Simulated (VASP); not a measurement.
Wanted: the native input for a VASP 6.6.1 run.

```yaml
Task: single point
Functional: HSE06
Potentials_or_basis: VASP PAW PBE potentials, release 64 (K_sv, Ta_pv, O)
Cutoff: 520 eV
k_mesh: 4 × 4 × 4
Occupations: gaussian, width 0.01 eV
Spin: no spin polarisation
Dipole_correction: no
Grid_for_exact_exchange_PRECFOCK: Fast
Further_INCAR_settings: ALGO = Normal; EDIFF = 1e-06; NBANDS = 27
Share_of_exact_exchange: 0.25
Screening_parameter: 0.2079 1/Å
```

KTaO3:

```
CELL_PARAMETERS angstrom
4.03003 0.00000 0.00000
0.00000 4.03003 0.00000
0.00000 0.00000 4.03003
ATOMIC_POSITIONS crystal
K 0.00000 0.00000 0.00000
Ta 0.50000 0.50000 0.50000
O 0.50000 0.50000 0.00000
O 0.50000 0.00000 0.50000
O 0.00000 0.50000 0.50000
```

This cell differs from its parent crystal: strain +1.0%.

These files were run (other wordings do the same):

POSCAR

```
KTaO3
1.0
    4.0300324140      0.0000000000      0.0000000000
    0.0000000000      4.0300324140      0.0000000000
    0.0000000000      0.0000000000      4.0300324140
K Ta O
1 1 3
Direct
    0.0000000000      0.0000000000      0.0000000000
    0.5000000000      0.5000000000      0.5000000000
    0.5000000000      0.5000000000      0.0000000000
    0.5000000000      0.0000000000      0.5000000000
    0.0000000000      0.5000000000      0.5000000000
```

INCAR.step1

```
SYSTEM = KTaO3
  ALGO = Normal
  EDIFF = 1E-5
  ENCUT = 520
  GGA = PE
  ISIF = 2
  ISMEAR = 0
  LASPH = .True.
  LCHARG = .False.
  LREAL = .False.
  LWAVE = .True.
  NBANDS = 27
  NELM = 100
  PREC = Accurate
  SIGMA = 0.01
```

INCAR.step2

```
SYSTEM = KTaO3
  ALGO = Normal
  EDIFF = 1E-6
  ENCUT = 520
  GGA = PE
  HFSCREEN = 0.2079
  ISIF = 2
  ISMEAR = 0
  ISTART = 1
  LASPH = .True.
  LCHARG = .False.
  LHFCALC = .True.
  LREAL = .False.
  LWAVE = .False.
  NBANDS = 27
  NELM = 100
  PREC = Accurate
  PRECFOCK = Fast
  SIGMA = 0.01
```

KPOINTS

```
k-points
0
Gamma
  4 4 4
  0 0 0
```

Potentials or basis: VASP PAW PBE potentials, release 64 (K_sv, Ta_pv, O).

The run is started by

```console
$ cat potpaw_PBE.64/K_sv/POTCAR potpaw_PBE.64/Ta_pv/POTCAR potpaw_PBE.64/O/POTCAR > POTCAR
$ cp INCAR.step1 INCAR
$ mpirun -np 1 vasp_std > vasp.out
$ cp INCAR.step2 INCAR
$ mpirun -np 1 vasp_std > vasp.out
```

It gave:

The pressure is -6.2 GPa and the band gap on the k mesh is 3.39 eV (least direct gap 4.05 eV).

Caveat: the cell differs from its parent crystal (strain +1.0%); the cell stands under tension; the PAW data sets were made with another functional, which shifts forces and pressure a little; spin-orbit coupling is left out, which moves the levels of the heavy elements.

It took 10 min on 1 thread of AMD EPYC 7R43 64-Core Processor (Zen 3), with other jobs on the host, peak memory 0.25 GiB.
